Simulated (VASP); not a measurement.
# CdO (Fm-3m) in VASP: a series of runs

CdO is run at these levels: BLYP+D3(BJ), revPBE, PBE+D4; tasks: single point.

All numbers are computed with VASP 6.6.1; they aren't measurements. Logs are shortened: lines on timing, memory, paths and dates and some standing lists are left out, and cuts for length are marked.

## (1) The cell of the first run

Symmetry: Fm-3m, No. 225, cubic system. Conventional cell: a = 4.603 Å, b = 4.603 Å, c = 4.603 Å, α = 90.00°, β = 90.00°, γ = 90.00°. Within 3.0 Å of Cd (site symmetry m-3m) lie 6 O at 2.30 Å. Within 3.0 Å of O (site symmetry m-3m) lie 6 Cd at 2.30 Å.

## (2) Single point, BLYP+D3(BJ)

INCAR

```
SYSTEM = CdO
PREC     = Accurate       ! precision mode
ENCUT    = 700            ! plane-wave cutoff, eV
EDIFF    = 1E-6           ! SCF threshold, eV
ISMEAR   = -1             ! smearing method
SIGMA    = 0.05           ! smearing width, eV
LREAL    = .FALSE.        ! projectors in reciprocal space
LASPH    = .TRUE.         ! aspherical terms in the spheres
NELM     = 120            ! most SCF steps
ALGO     = Normal         ! electronic algorithm
ISIF     = 2              ! what is computed and relaxed
LWAVE    = .FALSE.        ! write WAVECAR
LCHARG   = .FALSE.        ! write CHGCAR
GGA      = B5             ! functional
ALDAX    = 1.0          
AGGAX    = 1.0          
AGGAC    = 1.0          
ALDAC    = 0.0          
IVDW     = 12             ! dispersion correction
VDW_S6   = 1.0          
VDW_S8   = 2.6996       
VDW_A1   = 0.4298       
VDW_A2   = 4.2359       
NBANDS   = 20             ! bands
GGA_COMPAT= .FALSE.
```

KPOINTS

```
regular mesh
0
G
  10 10 10
  0 0 0
```

POSCAR

```
CdO
1.0
    0.0000000000      2.3015375624      2.3015375624
    2.3015375624      0.0000000000      2.3015375624
    2.3015375624      2.3015375624      0.0000000000
Cd O
1 1
Direct
    0.0000000000      0.0000000000      0.0000000000
    0.5000000000      0.5000000000      0.5000000000
```

Potentials or basis: VASP PAW PBE potentials, release 64 (Cd_sv_GW, O).

Started as:

```
> cat potpaw_PBE.64/Cd_sv_GW/POTCAR potpaw_PBE.64/O/POTCAR > POTCAR
> mpirun -np 1 vasp_std > vasp.out
```

OUTCAR:

```text
SYSTEM = CdO
   PREC = Accurate
   ENCUT = 700
   EDIFF = 1E-6
   ISMEAR = -1
   LREAL = .FALSE.
   LASPH = .TRUE.
   NELM = 120
   ISIF = 2
   GGA = B5
   IVDW = 12
 IVDW          = 12

 ion  position               nearest neighbor table
   1  0.000  0.000  0.000-   2 2.30   2 2.30   2 2.30   2 2.30   2 2.30   2 2.30
   2  0.500  0.500  0.500-   1 2.30   1 2.30   1 2.30   1 2.30   1 2.30   1 2.30

  LATTYP: Found a face centered cubic cell.
 ALAT       =     4.6030751248

  Lattice vectors:

 A1 = (   0.0000000000,   2.3015375624,   2.3015375624)
 A2 = (   2.3015375624,   0.0000000000,   2.3015375624)
 A3 = (   2.3015375624,   2.3015375624,   0.0000000000)

Analysis of symmetry for initial positions (statically):
=====================================================================
 Subroutine PRICEL returns:
 Original cell was already a primitive cell.

 Routine SETGRP: Setting up the symmetry group for a
 face centered cubic supercell.

 Subroutine GETGRP returns: Found 48 space group operations
 (whereof 48 operations were pure point group operations)
 out of a pool of 48 trial point group operations.

The static configuration has the point symmetry O_h .

Analysis of symmetry for dynamics (positions and initial velocities):
=====================================================================
 Subroutine PRICEL returns:
 Original cell was already a primitive cell.

 Routine SETGRP: Setting up the symmetry group for a
 face centered cubic supercell.

 Subroutine GETGRP returns: Found 48 space group operations
 (whereof 48 operations were pure point group operations)
 out of a pool of 48 trial point group operations.

The dynamic configuration has the point symmetry O_h .

 Subroutine INISYM returns: Found 48 space group operations
 (whereof 48 operations are pure point group operations),
 and found     1 'primitive' translations

----------------------------------------------------------------------------------------

                                     Primitive cell

  volume of cell :      24.3828

  direct lattice vectors                    reciprocal lattice vectors
     0.000000000  2.301537562  2.301537562    -0.217246074  0.217246074  0.217246074
     2.301537562  0.000000000  2.301537562     0.217246074 -0.217246074  0.217246074
     2.301537562  2.301537562  0.000000000     0.217246074  0.217246074 -0.217246074

  length of vectors
     3.254865635  3.254865635  3.254865635     0.376281238  0.376281238  0.376281238

  position of ions in fractional coordinates (direct lattice)
     0.000000000  0.000000000  0.000000000
     0.500000000  0.500000000  0.500000000

  ion indices of the primitive-cell ions
   primitive index   ion index
                 1           1
                 2           2

----------------------------------------------------------------------------------------

 KPOINTS: regular mesh

Automatic generation of k-mesh.
 Grid dimensions read from file:
 generate k-points for:   10   10   10

 Generating k-lattice:

  Cartesian coordinates                     Fractional coordinates (reciprocal lattice)
    -0.021724607  0.021724607  0.021724607     0.100000000  0.000000000  0.000000000
     0.021724607 -0.021724607  0.021724607     0.000000000  0.100000000  0.000000000
     0.021724607  0.021724607 -0.021724607     0.000000000  0.000000000  0.100000000

  Length of vectors
     0.037628124  0.037628124  0.037628124

  Shift w.r.t. Gamma in fractional coordinates (k-lattice)
     0.000000000  0.000000000  0.000000000

 Subroutine IBZKPT returns following result:
 ===========================================

 Found     47 irreducible k-points:

 Following reciprocal coordinates:
            Coordinates               Weight
  0.000000  0.000000  0.000000      1.000000
  0.100000  0.000000  0.000000      8.000000
  0.200000  0.000000  0.000000      8.000000
  0.300000  0.000000  0.000000      8.000000
  0.400000  0.000000  0.000000      8.000000
  0.500000  0.000000  0.000000      4.000000
[... 16 lines left out ...]
  0.300000  0.300000  0.000000      6.000000
  0.400000  0.300000  0.000000     24.000000
 [... further k-points ...]
   k-points           NKPTS =     47   k-points in BZ     NKDIM =     47   number of bands    NBANDS=     20
   number of dos      NEDOS =    301   number of ions     NIONS =      2
   total plane-waves  NPLWV =  21952
   dimension x,y,z NGX =    28 NGY =   28 NGZ =   28
   dimension x,y,z NGXF=    56 NGYF=   56 NGZF=   56
   ions per type =               1   1
   NGX,Y,Z   is equivalent  to a cutoff of  14.30, 14.30, 14.30 a.u.
   NGXF,Y,Z  is equivalent  to a cutoff of  28.60, 28.60, 28.60 a.u.
 SYSTEM =  CdO
   PREC   = accura    normal or accurate (medium, high low for compatibility)
   ISTART =      0    job   : 0-new  1-cont  2-samecut
   ICHARG =      2    charge: 1-file 2-atom 10-const
   ISPIN  =      1    spin polarized calculation?
   LNONCOLLINEAR =      F non collinear calculations
   LSORBIT =      F    spin-orbit coupling
   LASPH  =      T    aspherical Exc in radial PAW
   ENCUT  =  700.0 eV  51.45 Ry    7.17 a.u.   7.02  7.02  7.02*2*pi/ulx,y,z
   NELM   =    120;   NELMIN=  2; NELMDL= -5     # of ELM steps
   EDIFF  = 0.1E-05   stopping-criterion for ELM
   LREAL  =      F    real-space projection
   EDIFFG = 0.1E-04   stopping-criterion for IOM
   NSW    =      0    number of steps for IOM
   IBRION =     -1    ionic relax: 0-MD 1-quasi-New 2-CG
   NFREE  =      0    steps in history (QN), initial steepest desc. (CG)
   ISIF   =      2    stress and relaxation
   ISYM   =      2    0-nonsym 1-usesym 2-fastsym
   POTIM  = 0.5000    time-step for ionic-motion
   TEBEG  =    0.0;   TEEND  =   0.0 temperature during run
   PSTRESS=    0.0 pullay stress
   NELECT =      26.0000    total number of electrons
   NUPDOWN=      -1.0000    fix difference up-down
   EMIN   =  10.00;   EMAX   =-10.00  energy-range for DOS
   EFERMI =   0.00;   METHOD = LEGACY
   ISMEAR =    -1;   SIGMA  =   0.05  broadening in eV -4-tet -1-fermi 0-gaus
   EFERMI_NEDOS =   21; number of points for ismear=-14 and -15
   IALGO  =     38    algorithm
   IMIX   =      4    mixing-type and parameters
     AMIX     =   0.40;   BMIX     =  1.00
     AMIX_MAG =   1.60;   BMIX_MAG =  1.00
  volume/ion in A,a.u.               =      12.19        82.27
  Fermi-wavevector in a.u.,A,eV,Ry     =   1.672520  3.160604 38.059874  2.797322
  Thomas-Fermi vector in A             =   2.757652
   LORBIT       =      0    0 simple, 1 ext, 2 COOP (PROOUT), +10 PAW based schemes
   GGA     = B5    functional components
   LHFCALC =     F    Hartree Fock is set to
   AEXX    =    0.0000 exact exchange contribution
   IVDW    =    12    specifies the selected vdW correction
   LEPSILON=     F    determine dielectric tensor
   LRPA    =     F    only Hartree local field effects (RPA)
 non-spin polarized calculation
  energy-cutoff  :      700.00
  volume of cell :       24.38
 maximum number of plane-waves:      1035
   NGX = 13   NGY = 13   NGZ = 13

 number of electron      25.9999995 magnetization

 Free energy of the ion-electron system (eV)
  ---------------------------------------------------
  ext. energy  EPLUGINS =         0.00000000
  ---------------------------------------------------
  free energy    TOTEN  =        -6.81766861 eV

  energy without entropy =       -6.81714986  energy(sigma->0) =       -6.81740924

 E-fermi :   6.3314     XC(G=0): -11.7398

 val. band max:        6.1740709684   @ k =   0.5000   0.0000   0.0000
 cond. band min:       6.9997227130   @ k =   0.1000   0.0000   0.0000
 fundamental gap:      0.8256517446
 Fermi energy:         6.3314212702

 k-point     1 :       0.0000    0.0000    0.0000
  band No.  band energies     occupation
      1     -93.9918      2.00000
      2     -55.2901      2.00000
      3     -55.2901      2.00000
      4     -55.2901      2.00000
      5     -11.5565      2.00000
      6      -0.7380      2.00000
[... 12 lines left out ...]
     19      25.1639      0.00000
     20      25.1639      0.00000

 k-point     2 :       0.1000    0.0000    0.0000
  band No.  band energies     occupation
      1     -93.9917      2.00000
      2     -55.2923      2.00000
      3     -55.2905      2.00000
      4     -55.2905      2.00000
      5     -11.4777      2.00000
      6      -0.7870      2.00000
[... 12 lines left out ...]
     19      25.4187      0.00000
     20      25.4187      0.00000

 k-point     3 :       0.2000    0.0000    0.0000
  band No.  band energies     occupation
      1     -93.9914      2.00000
      2     -55.2980      2.00000
      3     -55.2913      2.00000
      4     -55.2913      2.00000
      5     -11.2637      2.00000
      6      -0.9719      2.00000
[... 12 lines left out ...]
     19      26.0066      0.00000
     20      26.0066      0.00000

 k-point     4 :       0.3000    0.0000    0.0000
  band No.  band energies     occupation
      1     -93.9909      2.00000
      2     -55.3051      2.00000
      3     -55.2924      2.00000
      4     -55.2924      2.00000
      5     -10.9816      2.00000
      6      -1.3249      2.00000
[... 12 lines left out ...]
     19      26.9164      0.00000
     20      26.9164      0.00000

 k-point     5 :       0.4000    0.0000    0.0000
  band No.  band energies     occupation
      1     -93.9906      2.00000
      2     -55.3108      2.00000
      3     -55.2933      2.00000
      4     -55.2933      2.00000
      5     -10.7360      2.00000
      6      -1.7020      2.00000
[... 12 lines left out ...]
     19      28.1158      0.00000
     20      28.1540      0.00000
[... 353 lines left out ...]
      6      -1.4985      2.00000
[... 12 lines left out ...]
     19      26.7386      0.00000
     20      27.4008      0.00000

 k-point    22 :      -0.2000    0.2000    0.0000
  band No.  band energies     occupation
      1     -93.9908      2.00000
      2     -55.3040      2.00000
      3     -55.2968      2.00000
      4     -55.2923      2.00000
      5     -10.9387      2.00000
      6      -1.3195      2.00000
[... 12 lines left out ...]
     19      26.2395      0.00000
     20      27.9633      0.00000

 k-point    23 :       0.3000    0.3000    0.0000
  band No.  band energies     occupation
      1     -93.9906      2.00000
      2     -55.3042      2.00000
      3     -55.2961      2.00000
      4     -55.2961      2.00000
      5     -10.9864      2.00000
      6      -1.0802      2.00000
[... 12 lines left out ...]
     19      30.7288      0.00000
     20      31.1575      0.00000

 k-point    24 :       0.4000    0.3000    0.0000
  band No.  band energies     occupation
      1     -93.9904      2.00000
      2     -55.3074      2.00000
      3     -55.2977      2.00000
      4     -55.2971      2.00000
      5     -10.8836      2.00000
      6      -1.1441      2.00000
[... 12 lines left out ...]
     19      30.4261      0.00000
     20      30.6756      0.00000

 [... further k-points ...]

------------------------ aborting loop because EDIFF is reached ----------------------------------------

 Edisp (eV)   -1.37718

 E8    (eV) :    -0.9735

  FORCE on cell =-STRESS in cart. coord.  units (eV):
  Direction    XX          YY          ZZ          XY          YZ          ZX
  --------------------------------------------------------------------------------------
  -------------------------------------------------------------------------------------
  Total       2.24173     2.24173     2.24173     0.00000     0.00000    -0.00000
  in kB     147.30233   147.30233   147.30233     0.00000     0.00000    -0.00000
  external pressure =      147.30 kB  Pullay stress =        0.00 kB

 VOLUME and BASIS-vectors are now :
 -----------------------------------------------------------------------------
  energy-cutoff  :      700.00
  volume of cell :       24.38
      direct lattice vectors                 reciprocal lattice vectors
     0.000000000  2.301537562  2.301537562    -0.217246074  0.217246074  0.217246074
     2.301537562  0.000000000  2.301537562     0.217246074 -0.217246074  0.217246074
     2.301537562  2.301537562  0.000000000     0.217246074  0.217246074 -0.217246074

 POSITION                                       TOTAL-FORCE (eV/Angst)
 -----------------------------------------------------------------------------------
      0.00000      0.00000      0.00000         0.000000      0.000000      0.000000
      2.30154      2.30154      2.30154        -0.000000     -0.000000     -0.000000
 -----------------------------------------------------------------------------------
    total drift:                                0.000000      0.000000      0.000000

  FREE ENERGIE OF THE ION-ELECTRON SYSTEM (eV)
  ---------------------------------------------------
  free  energy   TOTEN  =        -8.1948488271 eV

  energy  without entropy=       -8.1943300813  energy(sigma->0) =       -8.19458945
```

Wall time 39 s (1 thread of AMD EPYC 7R13 (Zen 3), shared host); peak memory 0.17 GiB.

What came out:

| Property | Result |
| --- | --- |
| Free energy | -8.1948 eV |
| Pressure | 14.7 GPa |
| Band gap on the k mesh | zero (bands 13 and 14 overlap by 0.12 eV) |
| Dispersion energy per atom | -0.689 eV |

Levels at points of the mesh, in eV from the Fermi level:
```
           k point  band 11  band 12  band 13  band 14  band 15  band 16
(0.00, 0.00, 0.00)    -1.76    -1.76    -1.76    -0.27    14.92    17.58
(0.50, 0.00, 0.00)    -4.11    -0.16    -0.16     4.59     7.61    12.10
(0.50, 0.50, 0.00)    -4.82    -2.76    -2.76     3.98     8.81    11.75
```

Caveat: the cell stands under pressure; semilocal functionals underestimate gaps, and a narrow one can read as zero; the PAW data sets were made with another functional, which shifts forces and pressure a little.

[end of part 1 of 2]

The gap in the log of VASP goes by the Fermi energy; the results here count the filled bands.